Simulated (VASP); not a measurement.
Co, 2 atoms in the cell. It takes space group P6_3/mmc (No. 194, hexagonal). The conventional cell has a = 2.457 Å, b = 2.457 Å, c = 3.964 Å, α = 90.00°, β = 90.00°, γ = 120.00°. Co (site symmetry -6m2) has 12 Co at 2.44 to 2.46 Å within 3.2 Å. 

| Item | Value |
| --- | --- |
| Program | VASP 6.6.1 |
| Task | single point |
| Functional | PBEsol |
| Potentials or basis | VASP PAW PBE potentials, release 64 (Co) |
| Cutoff | 520 eV |
| k mesh | 12 × 12 × 7 |
| Occupations | fermi-dirac, width 0.05 eV |
| Spin | collinear spin, ferromagnetic start |
| Starting moments | [2.0, 2.0] μB |
| Dipole correction | no |
| Further INCAR settings | ALGO = Normal; EDIFF = 1e-07; NBANDS = 20 |

Potentials or basis: VASP PAW PBE potentials, release 64 (Co).

Launch:

```sh
$ cat potpaw_PBE.64/Co/POTCAR > POTCAR
$ mpirun -np 1 vasp_std > vasp.out
```

Hardware: 1 thread of Intel Xeon 8259CL, with other jobs on the host.

Q: How long does it take, and how much memory?

A: It took 83 s on 1 thread of Intel Xeon 8259CL, with other jobs on the host, peak memory 0.17 GiB. Counts: scf iterations 14, k points 76.
